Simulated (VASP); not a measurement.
Write the native input for VASP 6.6.1 that does the following.

```
Task                   : single point
Functional             : PBEsol
Potentials or basis    : VASP PAW PBE potentials, release 64 (Pb_d)
Cutoff                 : 520 eV
k mesh                 : 15 × 15 × 10
Occupations            : gaussian, width 0.15 eV
Spin                   : no spin polarisation
Dipole correction      : no
Further INCAR settings : ALGO = Fast; EDIFF = 1e-07; NBANDS = 21
```

The structure of Pb lies in POSCAR:

```
Pb
1.0
    3.3060006560      0.0000000000      0.0000000000
   -1.6530003280      2.8630805531      0.0000000000
    0.0000000000      0.0000000000      5.3105000000
Pb
2
Direct
    0.3333333333      0.6666666667      0.2500000000
    0.6666666667      0.3333333333      0.7500000000
```

This isn't the form of Pb at room conditions, which is fcc.

This cell differs from its parent crystal: strain -0.050 along x and y, -0.050 along z.

The input as run:

INCAR

```
  PREC = Accurate
  ENCUT = 520
  EDIFF = 1E-7
  ISMEAR = 0
  SIGMA = 0.15
  LREAL = F
  LASPH = T
  NELM = 80
  ALGO = Fast
  ISIF = 2
  LWAVE = F
  LCHARG = F
  GGA = PS
  NBANDS = 21
```

KPOINTS

```
Automatic mesh
0
Gamma
  15 15 10
```

Potentials or basis: VASP PAW PBE potentials, release 64 (Pb_d).

The run is started by

```console
$ cat potpaw_PBE.64/Pb_d/POTCAR > POTCAR
$ mpirun -np 1 vasp_std > vasp.out
```

It gave:

```
Pressure               : 12.5 GPa
Band gap on the k mesh : zero (bands 14 and 15 overlap by 9.15 eV)
```

Caveat: the cell differs from its parent crystal (strain -0.050 along x and y, -0.050 along z); the cell stands under pressure; the PAW data sets were made with another functional, which shifts forces and pressure a little; spin-orbit coupling is left out, which moves the levels of the heavy elements.

It took 5.4 min on 1 thread of AMD EPYC 7R13 (shared host), peak memory 0.24 GiB.
